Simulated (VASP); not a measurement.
A run of VASP 6.6.1 is set up as follows.

The input INCAR:

```
SYSTEM = RbBi2
PREC = Accurate
ENCUT = 520
EDIFF = 1E-7
ISMEAR = 0
SIGMA = 0.1
LREAL = .False.
LASPH = .True.
NELM = 100
ALGO = Normal
ISIF = 2
LWAVE = .False.
LCHARG = .True.
GGA = CA
LELF = .True.
LVHAR = .True.
NBANDS = 48
```

KPOINTS

```
regular mesh
0
Gamma
  4 4 4
  0 0 0
```

File POSCAR:

```
RbBi2
1.0
    0.0000000000      4.7124637622      4.7124637622
    4.7124637622      0.0000000000      4.7124637622
    4.7124637622      4.7124637622      0.0000000000
Rb Bi
2 4
Direct
    0.5000000000      0.5000000000      0.5000000000
    0.7500000000      0.7500000000      0.7500000000
    0.6250000000      0.1250000000      0.1250000000
    0.1250000000      0.1250000000      0.1250000000
    0.1250000000      0.1250000000      0.6250000000
    0.1250000000      0.6250000000      0.1250000000
```

Potentials or basis: VASP PAW LDA potentials, release 64 (Rb_sv, Bi_d).

Launch:

```console
$ cat potpaw_LDA.64/Rb_sv/POTCAR potpaw_LDA.64/Bi_d/POTCAR > POTCAR
$ mpirun -np 1 vasp_std > vasp.out
```

Q: Predict the band gap on the k mesh.

A: Zero (band 39 reaches 6.35 eV, above the bottom of band 40 at 4.36 eV).

Q: Predict the pressure.

A: 0.1 GPa.

Caveat: spin-orbit coupling is left out, which moves the levels of the heavy elements.
